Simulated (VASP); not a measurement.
MgO, 2 atoms in the cell. It takes space group P-6m2 (No. 187, hexagonal). The conventional cell has a = 2.938 Å, b = 2.938 Å, c = 2.680 Å, α = 90.00°, β = 90.00°, γ = 120.00°. Mg (site symmetry -6m2) has 6 O at 2.16 Å and 2 Mg at 2.68 Å within 2.9 Å. O (site symmetry -6m2) has 6 Mg at 2.16 Å and 2 O at 2.68 Å within 2.9 Å. 

| Quantity | Value |
| --- | --- |
| Program | VASP 6.6.1 |
| Task | relaxation of cell and atoms |
| Functional | PBE |
| Potentials or basis | VASP PAW PBE potentials, release 64 (Mg, O) |
| Cutoff | 600 eV |
| k mesh | 12 × 12 × 8 |
| Occupations | gaussian, width 0.02 eV |
| Spin | no spin polarisation |
| Dipole correction | no |
| Further INCAR settings | ALGO = Normal; EDIFF = 1e-06; IBRION = 2; EDIFFG = -0.005; NSW = 100; ISIF = 3 |

Potentials or basis: VASP PAW PBE potentials, release 64 (Mg, O).

Command:

```sh
$ cat potpaw_PBE.64/Mg/POTCAR potpaw_PBE.64/O/POTCAR > POTCAR
$ mpirun -np 1 vasp_std > vasp.out
```

Hardware: 1 thread of Intel(R) Xeon(R) Platinum 8488C (Sapphire Rapids), with other jobs on the host.

How long does it take, and how much memory?

Run time: 22 s on 1 thread of Intel(R) Xeon(R) Platinum 8488C (Sapphire Rapids) (shared host), peak memory 0.15 GiB. Counts: scf iterations 30, k points 95, ion steps 6.
